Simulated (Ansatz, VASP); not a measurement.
# Two plane-wave programs on WS

```
W S
1.0
     0.00000    2.44906    2.44906
     2.44906    0.00000    2.44906
     2.44906    2.44906    0.00000
W S
1 1
Direct
  0.00000 0.00000 0.00000
  0.50000 0.50000 0.50000
```

Alike in both runs: functional PBEsol; k mesh 8 × 8 × 8; occupations gaussian, width 0.1 eV; no spin polarisation.

Ansatz relaxed the structure, and its values are those at the end. VASP's run is a single point on that final structure, the one shown.

|  | VASP | Ansatz |
| --- | --- | --- |
| version | VASP 6.6.1 | Ansatz 0.2.0 |
| potentials or method | VASP PAW PBE potentials, release 64 (W_sv, S), cutoff 520 eV | scalar-relativistic, plane waves, PAW |
| valence electrons in the cell | 20 | 20 |

VASP gave:

| Item | Value |
| --- | --- |
| gap on the k mesh at the Fermi level (eV) | none |
| pressure (GPa) | 0.4 |

Which values does Ansatz return?

gap on the k mesh at the Fermi level (eV): none; pressure (GPa): -0.2.

VASP's potentials were made for PBE, not for PBEsol. A gap of «none» marks a metal or a gap that the smearing closes.

Spin-orbit coupling is off throughout.
